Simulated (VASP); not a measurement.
# SrTiO3 (Pm-3m) in VASP: further runs

SrTiO3 is run at these levels: PBE, PBEsol, LDA, r2SCAN; tasks: relaxation of cell and atoms, single point.

Program: VASP 6.6.1. These are calculated values, not measurements. Logs are shortened: lines on timing, memory, paths and dates and some standing lists are left out, and cuts for length are marked.

**1. The cell of the first run**

The structure is cubic, space group Pm-3m (No. 221). Conventional cell: a = 3.905 Å, b = 3.905 Å, c = 3.905 Å, α = 90.00°, β = 90.00°, γ = 90.00°. Within 3.6 Å of Sr (site symmetry m-3m) lie 12 O at 2.76 Å and 8 Ti at 3.38 Å. Within 2.6 Å of Ti (site symmetry m-3m) lie 6 O at 1.95 Å. O (site symmetry 4/mmm) has 2 Ti at 1.95 Å within 2.6 Å.

**2. Relaxation of cell and atoms, PBE**

The input, INCAR:

```
  ALGO = Normal
  EDIFF = 1E-6
  EDIFFG = -0.005
  ENCUT = 600
  GGA = PE
  IBRION = 2
  ISIF = 3
  ISMEAR = -1
  LASPH = T
  LCHARG = F
  LREAL = F
  LWAVE = F
  NELM = 100
  NSW = 80
  PREC = Accurate
  SIGMA = 0.02
```

The input, KPOINTS:

```
k-points
0
Gamma
  6 6 6
```

The input, POSCAR:

```
SrTiO3
1.0
    3.9052800000      0.0000000000      0.0000000000
    0.0000000000      3.9052800000      0.0000000000
    0.0000000000      0.0000000000      3.9052800000
Sr Ti O
1 1 3
Direct
    0.5000000000      0.5000000000      0.5000000000
    0.0000000000      0.0000000000      0.0000000000
    0.5000000000      0.0000000000      0.0000000000
    0.0000000000      0.5000000000      0.0000000000
    0.0000000000      0.0000000000      0.5000000000
```

Potentials or basis: VASP PAW PBE potentials, release 64 (Sr_sv, Ti_sv, O).

Command:

```console
$ cat potpaw_PBE.64/Sr_sv/POTCAR potpaw_PBE.64/Ti_sv/POTCAR potpaw_PBE.64/O/POTCAR > POTCAR
$ mpirun -np 1 vasp_std > vasp.out
```

OUTCAR:

```text
EDIFF = 1E-6
   EDIFFG = -0.005
   ENCUT = 600
   GGA = PE
   IBRION = 2
   ISIF = 3
   ISMEAR = -1
   LASPH = T
   LREAL = F
   NELM = 100
   NSW = 80
   PREC = Accurate

 ion  position               nearest neighbor table
   1  0.500  0.500  0.500-   3 2.76   4 2.76   5 2.76   3 2.76   4 2.76   3 2.76   5 2.76   3 2.76
                             4 2.76   5 2.76   4 2.76   5 2.76   2 3.38   2 3.38   2 3.38   2 3.38
   2  0.000  0.000  0.000-   3 1.95   4 1.95   5 1.95   5 1.95   4 1.95   3 1.95   1 3.38   1 3.38
                             1 3.38   1 3.38   1 3.38   1 3.38   1 3.38   1 3.38
   3  0.500  0.000  0.000-   2 1.95   2 1.95   1 2.76   1 2.76   1 2.76   1 2.76
   4  0.000  0.500  0.000-   2 1.95   2 1.95   1 2.76   1 2.76   1 2.76   1 2.76
   5  0.000  0.000  0.500-   2 1.95   2 1.95   1 2.76   1 2.76   1 2.76   1 2.76

  LATTYP: Found a simple cubic cell.
 ALAT       =     3.9052800000

  Lattice vectors:

 A1 = (   3.9052800000,   0.0000000000,   0.0000000000)
 A2 = (   0.0000000000,   3.9052800000,   0.0000000000)
 A3 = (   0.0000000000,   0.0000000000,   3.9052800000)

Analysis of symmetry for initial positions (statically):
=====================================================================
 Subroutine PRICEL returns:
 Original cell was already a primitive cell.

 Routine SETGRP: Setting up the symmetry group for a
 simple cubic supercell.

 Subroutine GETGRP returns: Found 48 space group operations
 (whereof 48 operations were pure point group operations)
 out of a pool of 48 trial point group operations.

The static configuration has the point symmetry O_h .

Analysis of symmetry for dynamics (positions and initial velocities):
=====================================================================
 Subroutine PRICEL returns:
 Original cell was already a primitive cell.

 Routine SETGRP: Setting up the symmetry group for a
 simple cubic supercell.

 Subroutine GETGRP returns: Found 48 space group operations
 (whereof 48 operations were pure point group operations)
 out of a pool of 48 trial point group operations.

The dynamic configuration has the point symmetry O_h .

 Subroutine INISYM returns: Found 48 space group operations
 (whereof 48 operations are pure point group operations),
 and found     1 'primitive' translations

----------------------------------------------------------------------------------------

                                     Primitive cell

  volume of cell :      59.5603

  direct lattice vectors                    reciprocal lattice vectors
[... 79 lines left out ...]
   PREC   = accura    normal or accurate (medium, high low for compatibility)
   ISTART =      0    job   : 0-new  1-cont  2-samecut
   ICHARG =      2    charge: 1-file 2-atom 10-const
   ISPIN  =      1    spin polarized calculation?
   LNONCOLLINEAR =      F non collinear calculations
   LSORBIT =      F    spin-orbit coupling
   LASPH  =      T    aspherical Exc in radial PAW
   ENCUT  =  600.0 eV  44.10 Ry    6.64 a.u.   7.80  7.80  7.80*2*pi/ulx,y,z
   NELM   =    100;   NELMIN=  2; NELMDL= -5     # of ELM steps
   EDIFF  = 0.1E-05   stopping-criterion for ELM
   LREAL  =      F    real-space projection
   EDIFFG = -.5E-02   stopping-criterion for IOM
   NSW    =     80    number of steps for IOM
   IBRION =      2    ionic relax: 0-MD 1-quasi-New 2-CG
   NFREE  =      1    steps in history (QN), initial steepest desc. (CG)
   ISIF   =      3    stress and relaxation
   ISYM   =      2    0-nonsym 1-usesym 2-fastsym
   POTIM  = 0.5000    time-step for ionic-motion
   TEBEG  =    0.0;   TEEND  =   0.0 temperature during run
   PSTRESS=    0.0 pullay stress
   NELECT =      40.0000    total number of electrons
   NUPDOWN=      -1.0000    fix difference up-down
   EMIN   =  10.00;   EMAX   =-10.00  energy-range for DOS
   EFERMI =   0.00;   METHOD = LEGACY
   ISMEAR =    -1;   SIGMA  =   0.02  broadening in eV -4-tet -1-fermi 0-gaus
   EFERMI_NEDOS =   21; number of points for ismear=-14 and -15
   IALGO  =     38    algorithm
   IMIX   =      4    mixing-type and parameters
     AMIX     =   0.40;   BMIX     =  1.00
     AMIX_MAG =   1.60;   BMIX_MAG =  1.00
  volume/ion in A,a.u.               =      11.91        80.39
  Fermi-wavevector in a.u.,A,eV,Ry     =   1.433648  2.709203 27.964703  2.055348
  Thomas-Fermi vector in A             =   2.553143
   LORBIT       =      0    0 simple, 1 ext, 2 COOP (PROOUT), +10 PAW based schemes
   GGA     = PE    functional components
   LHFCALC =     F    Hartree Fock is set to
   AEXX    =    0.0000 exact exchange contribution
   IVDW    =     0    specifies the selected vdW correction
   LEPSILON=     F    determine dielectric tensor
   LRPA    =     F    only Hartree local field effects (RPA)
 conjugate gradient relaxation of ions
 non-spin polarized calculation
  energy-cutoff  :      600.00
  volume of cell :       59.56
 maximum number of plane-waves:      2008
 NGX is ok and might be reduce to    32
   NGX = 15   NGY = 15   NGZ = 15

--------------------------------------- Ionic step        1  -------------------------------------------

 number of electron      39.9999979 magnetization

 Free energy of the ion-electron system (eV)
  ---------------------------------------------------
  ext. energy  EPLUGINS =         0.00000000
  ---------------------------------------------------
  free energy    TOTEN  =       -40.08316337 eV

  energy without entropy =      -40.08316337  energy(sigma->0) =      -40.08316337

------------------------ aborting loop because EDIFF is reached ----------------------------------------

  FORCE on cell =-STRESS in cart. coord.  units (eV):
  Direction    XX          YY          ZZ          XY          YZ          ZX
  --------------------------------------------------------------------------------------
  -------------------------------------------------------------------------------------
  Total        1.7540158      1.7540158      1.7540158     -0.0000000      0.0000000      0.0000000
  in kB       47.1832179     47.1832179     47.1832179     -0.0000000      0.0000000      0.0000000
  external PRESSURE =      47.1832179 kB  Pullay stress =       0.0000000 kB
[... 65 lines left out ...]
--------------------------------------- Ionic step        3  -------------------------------------------

 number of electron      39.9999974 magnetization

 Free energy of the ion-electron system (eV)
  ---------------------------------------------------
  ext. energy  EPLUGINS =         0.00000000
  ---------------------------------------------------
  free energy    TOTEN  =       -40.10633770 eV

  energy without entropy =      -40.10633770  energy(sigma->0) =      -40.10633770

 E-fermi :   4.4173     XC(G=0): -11.1293

 val. band max:        3.9461804845   @ k =   0.5000   0.5000   0.5000
 cond. band min:       5.7517733151   @ k =   0.0000   0.0000   0.0000
 fundamental gap:      1.8055928306
 Fermi energy:         4.4173370660

 k-point     1 :       0.0000    0.0000    0.0000
  band No.  band energies     occupation
      1     -52.6293      2.00000
      2     -28.9266      2.00000
      3     -28.8587      2.00000
      4     -28.8587      2.00000
      5     -28.8587      2.00000
      6     -13.3845      2.00000
[... 561 lines left out ...]
  FREE ENERGIE OF THE ION-ELECTRON SYSTEM (eV)
  ---------------------------------------------------
  free  energy   TOTEN  =       -40.1063376987 eV

  energy  without entropy=      -40.1063376987  energy(sigma->0) =      -40.10633770

 reached required accuracy - stopping structural energy minimisation
```

CONTCAR:

```text
SrTiO3
   1.00000000000000
     3.9401555968805755    0.0000000000000000    0.0000000000000000
    -0.0000000000000000    3.9401555968805755    0.0000000000000000
    -0.0000000000000000    0.0000000000000000    3.9401555968805755
  Sr              Ti              O
     1     1     3
Direct
     0.5000000000000000    0.5000000000000000    0.5000000000000000
     0.0000000000000000    0.0000000000000000    0.0000000000000000
     0.5000000000000000    0.0000000000000000    0.0000000000000000
     0.0000000000000000    0.5000000000000000    0.0000000000000000
     0.0000000000000000    0.0000000000000000    0.5000000000000000

  0.00000000E+00  0.00000000E+00  0.00000000E+00
  0.00000000E+00  0.00000000E+00  0.00000000E+00
  0.00000000E+00  0.00000000E+00  0.00000000E+00
  0.00000000E+00  0.00000000E+00  0.00000000E+00
  0.00000000E+00  0.00000000E+00  0.00000000E+00
```

Run time: 96 s. Hardware: 1 thread of AMD EPYC 7R43 (Zen 3), shared host; peak memory 0.17 GiB.

Results:

| Item | Value |
| --- | --- |
| Free energy | -40.1063 eV |
| Relaxed volume | 12.23 Å³/atom |
| Relaxed cell | a = 3.940 Å, b = 3.940 Å, c = 3.940 Å, α = 90.00°, β = 90.00°, γ = 90.00° |
| Space group after relaxing (to 0.1 Å) | Pm-3m (No. 221) |
| Energy gained by relaxing | 4.6 meV/atom |
| Ionic steps | 3 |
| Pressure after relaxing | 0.0 GPa |
| Band gap on the k mesh | 1.81 eV (least direct gap 2.18 eV) |

The path:
```
step  energy change (eV)  largest force (eV/Å)  pressure (GPa)  volume (Å³)
   1              0.0000                0.0000            4.72        59.56
   2             -0.0053                0.0000           -3.80        62.64
   3             -0.0232                0.0000           -0.01        61.17
```

Final structure:
```
Sr Ti O
1.0
     3.94016    0.00000    0.00000
     0.00000    3.94016    0.00000
     0.00000    0.00000    3.94016
Sr Ti O
1 1 3
Direct
  0.50000 0.50000 0.50000
  0.00000 0.00000 0.00000
  0.50000 0.00000 0.00000
  0.00000 0.50000 0.00000
  0.00000 0.00000 0.50000
```

Levels at points of the mesh, in eV from the valence-band top:
```
           k point  band 18  band 19  band 20  band 21  band 22  band 23
(0.00, 0.00, 0.00)    -0.37    -0.37    -0.37     1.81     1.81     1.81
(0.50, 0.00, 0.00)    -1.90    -0.73    -0.73     1.96     3.64     3.64
(0.50, 0.50, 0.00)    -1.54    -1.54    -0.09     3.65     3.65     4.09
(0.50, 0.50, 0.50)     0.00     0.00     0.00     4.29     4.29     4.29
```

A k mesh can miss the band edges. Zero-point motion and thermal expansion aren't in these numbers.

**3. Relaxation of cell and atoms, PBEsol**

This run uses another cell than the first one, of 12.20 Å³/atom.

The input, INCAR:

```
  PREC = Accurate
  ENCUT = 600
  EDIFF = 1E-7
  ISMEAR = -1
  SIGMA = 0.02
  LREAL = F
  LASPH = T
  NELM = 80
  ALGO = Normal
  ISIF = 3
  LWAVE = F
  LCHARG = F
  GGA = PS
  IBRION = 2
  NSW = 80
  EDIFFG = -0.005
```

The input, KPOINTS:

```
regular mesh
0
Gamma
  6 6 6
```

POSCAR, as its differences from that of step 2:

```diff
@@ -2,5 +2,5 @@
 1.0
-    3.9052800000      0.0000000000      0.0000000000
-    0.0000000000      3.9052800000      0.0000000000
-    0.0000000000      0.0000000000      3.9052800000
+    3.9364184694      0.0000000000      0.0000000000
+    0.0000000000      3.9364184694      0.0000000000
+    0.0000000000      0.0000000000      3.9364184694
 Sr Ti O
```

Potentials or basis: VASP PAW PBE potentials, release 64 (Sr_sv, Ti_sv, O).

Command:

```console
$ cat potpaw_PBE.64/Sr_sv/POTCAR potpaw_PBE.64/Ti_sv/POTCAR potpaw_PBE.64/O/POTCAR > POTCAR
$ mpirun -np 1 vasp_std > vasp.out
```

It took 93 s on 1 thread of AMD EPYC 7R43 (Zen 3), shared host; peak memory 0.18 GiB.

The run converged. Its results:

```
Free energy                           : -42.0259 eV
Relaxed volume                        : 11.82 Å³/atom
Relaxed cell                          : a = 3.895 Å, b = 3.895 Å, c = 3.895 Å, α = 90.00°, β = 90.00°, γ = 90.00°
Space group after relaxing (to 0.1 Å) : Pm-3m (No. 221)
Energy gained by relaxing             : 6.8 meV/atom
Ionic steps                           : 3
Pressure after relaxing               : 0.0 GPa
Band gap on the k mesh                : 1.81 eV (least direct gap 2.17 eV)
```

The path:
| step | energy change (eV) | largest force (eV/Å) | pressure (GPa) | volume (Å³) |
| --- | --- | --- | --- | --- |
| 1 | 0.0000 | 0.0000 | -5.52 | 61.00 |
| 2 | -0.0040 | 0.0000 | 5.80 | 57.36 |
| 3 | -0.0342 | 0.0000 | -0.03 | 59.08 |

Final structure:
```yaml
crystal:
  lattice:
    - [3.89470, 0.00000, 0.00000]
    - [0.00000, 3.89470, 0.00000]
    - [0.00000, 0.00000, 3.89470]
  atoms:
    - { symbol: Sr, position: [0.50000, 0.50000, 0.50000] }
    - { symbol: Ti, position: [0.00000, 0.00000, 0.00000] }
    - { symbol: O, position: [0.50000, 0.00000, 0.00000] }
    - { symbol: O, position: [0.00000, 0.50000, 0.00000] }
    - { symbol: O, position: [0.00000, 0.00000, 0.50000] }
```

Levels at points of the mesh, in eV from the valence-band top:
```csv
k point,band 17,band 18,band 19,band 20,band 21,band 22,band 23,band 24
"(0.00, 0.00, 0.00)",-1.20,-0.35,-0.35,-0.35,1.81,1.81,1.81,4.39
"(0.50, 0.00, 0.00)",-2.41,-2.06,-0.74,-0.74,2.00,3.82,3.82,4.41
"(0.50, 0.50, 0.00)",-1.74,-1.60,-1.60,-0.10,3.83,3.83,4.28,5.38
"(0.50, 0.50, 0.50)",-3.80,0.00,0.00,0.00,4.52,4.52,4.52,6.90
```

Caveat: the PAW data sets were made with another functional, which shifts forces and pressure a little. As with any semilocal functional, this PBEsol gap is likely too small.

(Continued in part 2 of 2.)
